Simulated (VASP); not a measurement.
# CdS (Fm-3m) in VASP: further runs, part 2 of 2

VASP 6.6.1. Earlier steps stand in the parts before.

### 4 Single point, BLYP

This run uses another cell than the first one, of 22.13 Å³/atom, 1.060 times its volume.

The input, INCAR:

```
SYSTEM = CdS
PREC = Accurate
ENCUT = 520
EDIFF = 1E-7
ISMEAR = -1
SIGMA = 0.05
LREAL = .FALSE.
LASPH = .TRUE.
NELM = 60
ALGO = Normal
ISIF = 2
LWAVE = .FALSE.
LCHARG = .FALSE.
GGA = B5
ALDAX = 1.0
AGGAX = 1.0
AGGAC = 1.0
ALDAC = 0.0
NBANDS = 16
```

The input, KPOINTS:

```
regular mesh
0
G
  8 8 8
  0 0 0
```

The input, POSCAR:

```
CdS
1.0
    0.0000000000      2.8075225447      2.8075225447
    2.8075225447      0.0000000000      2.8075225447
    2.8075225447      2.8075225447      0.0000000000
Cd S
1 1
Direct
    0.0000000000      0.0000000000      0.0000000000
    0.5000000000      0.5000000000      0.5000000000
```

Potentials or basis: VASP PAW PBE potentials, release 64 (Cd, S).

Run with:

```
$ cat potpaw_PBE.64/Cd/POTCAR potpaw_PBE.64/S/POTCAR > POTCAR
$ mpirun -np 1 vasp_std > vasp.out
```

OUTCAR:

```text
SYSTEM = CdS
   PREC = Accurate
   ENCUT = 520
   EDIFF = 1E-7
   ISMEAR = -1
   LREAL = .FALSE.
   LASPH = .TRUE.
   NELM = 60
   ISIF = 2
   GGA = B5

 ion  position               nearest neighbor table
   1  0.000  0.000  0.000-   2 2.81   2 2.81   2 2.81   2 2.81   2 2.81   2 2.81
   2  0.500  0.500  0.500-   1 2.81   1 2.81   1 2.81   1 2.81   1 2.81   1 2.81

  LATTYP: Found a face centered cubic cell.
 ALAT       =     5.6150450894

  Lattice vectors:

 A1 = (   0.0000000000,   2.8075225447,   2.8075225447)
 A2 = (   2.8075225447,   0.0000000000,   2.8075225447)
 A3 = (   2.8075225447,   2.8075225447,   0.0000000000)

Analysis of symmetry for initial positions (statically):
=====================================================================
 Subroutine PRICEL returns:
 Original cell was already a primitive cell.

 Routine SETGRP: Setting up the symmetry group for a
 face centered cubic supercell.

 Subroutine GETGRP returns: Found 48 space group operations
[... 9 lines left out ...]

 Routine SETGRP: Setting up the symmetry group for a
 face centered cubic supercell.

 Subroutine GETGRP returns: Found 48 space group operations
[... 11 lines left out ...]
                                     Primitive cell

  volume of cell :      44.2588

  direct lattice vectors                    reciprocal lattice vectors
     0.000000000  2.807522545  2.807522545    -0.178092960  0.178092960  0.178092960
     2.807522545  0.000000000  2.807522545     0.178092960 -0.178092960  0.178092960
     2.807522545  2.807522545  0.000000000     0.178092960  0.178092960 -0.178092960

  length of vectors
     3.970436459  3.970436459  3.970436459     0.308466055  0.308466055  0.308466055

  position of ions in fractional coordinates (direct lattice)
     0.000000000  0.000000000  0.000000000
     0.500000000  0.500000000  0.500000000

  ion indices of the primitive-cell ions
   primitive index   ion index
                 1           1
                 2           2

----------------------------------------------------------------------------------------

 KPOINTS: regular mesh

Automatic generation of k-mesh.
 Grid dimensions read from file:
 generate k-points for:    8    8    8

 Generating k-lattice:

  Cartesian coordinates                     Fractional coordinates (reciprocal lattice)
    -0.022261620  0.022261620  0.022261620     0.125000000  0.000000000  0.000000000
     0.022261620 -0.022261620  0.022261620     0.000000000  0.125000000  0.000000000
     0.022261620  0.022261620 -0.022261620     0.000000000  0.000000000  0.125000000

  Length of vectors
     0.038558257  0.038558257  0.038558257

  Shift w.r.t. Gamma in fractional coordinates (k-lattice)
     0.000000000  0.000000000  0.000000000

 Subroutine IBZKPT returns following result:
 ===========================================

 Found     29 irreducible k-points:

 Following reciprocal coordinates:
            Coordinates               Weight
  0.000000  0.000000  0.000000      1.000000
  0.125000  0.000000  0.000000      8.000000
  0.250000  0.000000  0.000000      8.000000
  0.375000  0.000000  0.000000      8.000000
  0.500000  0.000000  0.000000      4.000000
  0.125000  0.125000  0.000000      6.000000
[... 16 lines left out ...]
  0.500000  0.250000  0.125000     48.000000
 -0.375000  0.250000  0.125000     24.000000
 [... further k-points ...]
   k-points           NKPTS =     29   k-points in BZ     NKDIM =     29   number of bands    NBANDS=     16
   number of dos      NEDOS =    301   number of ions     NIONS =      2
   total plane-waves  NPLWV =  27000
   dimension x,y,z NGX =    30 NGY =   30 NGZ =   30
   dimension x,y,z NGXF=    60 NGYF=   60 NGZF=   60
   ions per type =               1   1
   NGX,Y,Z   is equivalent  to a cutoff of  12.56, 12.56, 12.56 a.u.
   NGXF,Y,Z  is equivalent  to a cutoff of  25.12, 25.12, 25.12 a.u.
 SYSTEM =  CdS
   PREC   = accura    normal or accurate (medium, high low for compatibility)
   ISTART =      0    job   : 0-new  1-cont  2-samecut
   ICHARG =      2    charge: 1-file 2-atom 10-const
   ISPIN  =      1    spin polarized calculation?
   LNONCOLLINEAR =      F non collinear calculations
   LSORBIT =      F    spin-orbit coupling
   LASPH  =      T    aspherical Exc in radial PAW
   ENCUT  =  520.0 eV  38.22 Ry    6.18 a.u.   7.38  7.38  7.38*2*pi/ulx,y,z
   NELM   =     60;   NELMIN=  2; NELMDL= -5     # of ELM steps
   EDIFF  = 0.1E-06   stopping-criterion for ELM
   LREAL  =      F    real-space projection
   EDIFFG = 0.1E-05   stopping-criterion for IOM
   NSW    =      0    number of steps for IOM
   IBRION =     -1    ionic relax: 0-MD 1-quasi-New 2-CG
   NFREE  =      0    steps in history (QN), initial steepest desc. (CG)
   ISIF   =      2    stress and relaxation
   ISYM   =      2    0-nonsym 1-usesym 2-fastsym
   POTIM  = 0.5000    time-step for ionic-motion
   TEBEG  =    0.0;   TEEND  =   0.0 temperature during run
   PSTRESS=    0.0 pullay stress
   NELECT =      18.0000    total number of electrons
   NUPDOWN=      -1.0000    fix difference up-down
   EMIN   =  10.00;   EMAX   =-10.00  energy-range for DOS
   EFERMI =   0.00;   METHOD = LEGACY
   ISMEAR =    -1;   SIGMA  =   0.05  broadening in eV -4-tet -1-fermi 0-gaus
   EFERMI_NEDOS =   21; number of points for ismear=-14 and -15
   IALGO  =     38    algorithm
   IMIX   =      4    mixing-type and parameters
     AMIX     =   0.40;   BMIX     =  1.00
     AMIX_MAG =   1.60;   BMIX_MAG =  1.00
  volume/ion in A,a.u.               =      22.13       149.34
  Fermi-wavevector in a.u.,A,eV,Ry     =   1.212921  2.292088 20.016574  1.471177
  Thomas-Fermi vector in A             =   2.348389
   LORBIT       =      0    0 simple, 1 ext, 2 COOP (PROOUT), +10 PAW based schemes
   GGA     = B5    functional components
   LHFCALC =     F    Hartree Fock is set to
   AEXX    =    0.0000 exact exchange contribution
   IVDW    =     0    specifies the selected vdW correction
   LEPSILON=     F    determine dielectric tensor
   LRPA    =     F    only Hartree local field effects (RPA)
 non-spin polarized calculation
  energy-cutoff  :      520.00
  volume of cell :       44.26
 maximum number of plane-waves:      1243
 NGX is ok and might be reduce to    30
   NGX = 15   NGY = 15   NGZ = 15

 number of electron      17.9999993 magnetization

 Free energy of the ion-electron system (eV)
  ---------------------------------------------------
  ext. energy  EPLUGINS =         0.00000000
  ---------------------------------------------------
  free energy    TOTEN  =        -4.79034709 eV

  energy without entropy =       -4.78851224  energy(sigma->0) =       -4.78942966

 E-fermi :   2.7353     XC(G=0):  -9.4535

 val. band max:        2.7324404144   @ k =   0.5000   0.5000   0.0000
 cond. band min:       3.1482275934   @ k =   0.0000   0.0000   0.0000
 fundamental gap:      0.4157871790
 Fermi energy:         2.7353009819

 k-point     1 :       0.0000    0.0000    0.0000
  band No.  band energies     occupation
      1      -9.6859      2.00000
      2      -4.9841      2.00000
      3      -4.9841      2.00000
      4      -4.9841      2.00000
      5      -4.9834      2.00000
      6      -4.9834      2.00000
[... 8 lines left out ...]
     15      13.4043      0.00000
     16      13.4043      0.00000

 k-point     2 :       0.1250    0.0000    0.0000
  band No.  band energies     occupation
      1      -9.5729      2.00000
      2      -5.0187      2.00000
      3      -5.0187      2.00000
      4      -4.9932      2.00000
      5      -4.9613      2.00000
      6      -4.9613      2.00000
[... 8 lines left out ...]
     15      12.7647      0.00000
     16      13.4332      0.00000

 k-point     3 :       0.2500    0.0000    0.0000
  band No.  band energies     occupation
      1      -9.2737      2.00000
      2      -5.1015      2.00000
      3      -5.1015      2.00000
      4      -5.0268      2.00000
      5      -4.9058      2.00000
      6      -4.9058      2.00000
[... 8 lines left out ...]
     15      13.4566      0.00000
     16      13.4566      0.00000
[... 362 lines left out ...]
 k-point    23 :       0.5000    0.2500    0.1250
  band No.  band energies     occupation
      1      -8.8935      2.00000
      2      -5.1203      2.00000
      3      -5.0476      2.00000
      4      -5.0168      2.00000
      5      -4.8442      2.00000
      6      -4.7676      2.00000
[... 8 lines left out ...]
     15      15.9817      0.00000
     16      16.4637      0.00000

 k-point    24 :      -0.3750    0.2500    0.1250
  band No.  band energies     occupation
      1      -8.7970      2.00000
      2      -5.1486      2.00000
      3      -5.0305      2.00000
      4      -5.0032      2.00000
      5      -4.8169      2.00000
      6      -4.7346      2.00000
[... 8 lines left out ...]
     15      14.6103      0.00000
     16      16.7664      0.00000

 [... further k-points ...]
[... 5 lines left out ...]
  --------------------------------------------------------------------------------------
  -------------------------------------------------------------------------------------
  Total        0.0878246      0.0878246      0.0878246     -0.0000000     -0.0000000      0.0000000
  in kB        3.1792656      3.1792656      3.1792656     -0.0000000     -0.0000000      0.0000000
  external PRESSURE =       3.1792656 kB  Pullay stress =       0.0000000 kB

 VOLUME and BASIS-vectors are now :
 -----------------------------------------------------------------------------
  energy-cutoff  :      520.00
  volume of cell :       44.26
      direct lattice vectors                 reciprocal lattice vectors
     0.000000000  2.807522545  2.807522545    -0.178092960  0.178092960  0.178092960
     2.807522545  0.000000000  2.807522545     0.178092960 -0.178092960  0.178092960
     2.807522545  2.807522545  0.000000000     0.178092960  0.178092960 -0.178092960

 POSITION                                       TOTAL-FORCE (eV/Angst)
 -----------------------------------------------------------------------------------
      0.00000      0.00000      0.00000         0.000000     -0.000000     -0.000000
      2.80752      2.80752      2.80752         0.000000      0.000000      0.000000
 -----------------------------------------------------------------------------------
    total drift:                               -0.000000      0.000000      0.000000

  FREE ENERGIE OF THE ION-ELECTRON SYSTEM (eV)
  ---------------------------------------------------
  free  energy   TOTEN  =        -4.7903470860 eV

  energy  without entropy=       -4.7885122361  energy(sigma->0) =       -4.78942966
```

Run time: 21 s. Hardware: 1 thread of Intel Xeon Platinum 8488C (Sapphire Rapids), shared host; peak memory 0.17 GiB.

Results:

- Free energy: -4.7903 eV
- Pressure: 0.3 GPa

Levels at points of the mesh, in eV from the Fermi level:
```tsv
k point	band 7	band 8	band 9	band 10	band 11	band 12
(0.00, 0.00, 0.00)	-0.75	-0.75	-0.75	0.41	9.25	9.25
(0.50, 0.00, 0.00)	-4.61	-0.16	-0.16	3.60	5.83	5.83
(0.50, 0.50, 0.00)	-3.79	-1.96	-1.96	0.00	6.31	9.29
```

Caveat: the PAW data sets were made with another functional, which shifts forces and pressure a little.

### 5 Overview

```csv
level,cell,smearing,gap on the mesh (eV),pressure (GPa)
PBEsol,"a = 3.894 Å, angles 60.0°, 2 atoms",gaussian 0.1 eV,0.14,-4.0
RPBE,"a = 3.894 Å, angles 60.0°, 2 atoms",gaussian 0.1 eV,0.37,2.5
BLYP,"a = 3.970 Å, angles 60.0°, 2 atoms",fermi-dirac 0.05 eV,-,0.3
```

Alike in all rows: task single point; potentials or basis VASP PAW PBE potentials, release 64 (Cd, S); no spin polarisation; k mesh 8 × 8 × 8; cutoff (eV) 520.

Caveats: the PAW data sets were made with another functional, which shifts forces and pressure a little.

Total energies depend on the potentials used, so only differences within one code and one set of settings carry meaning.
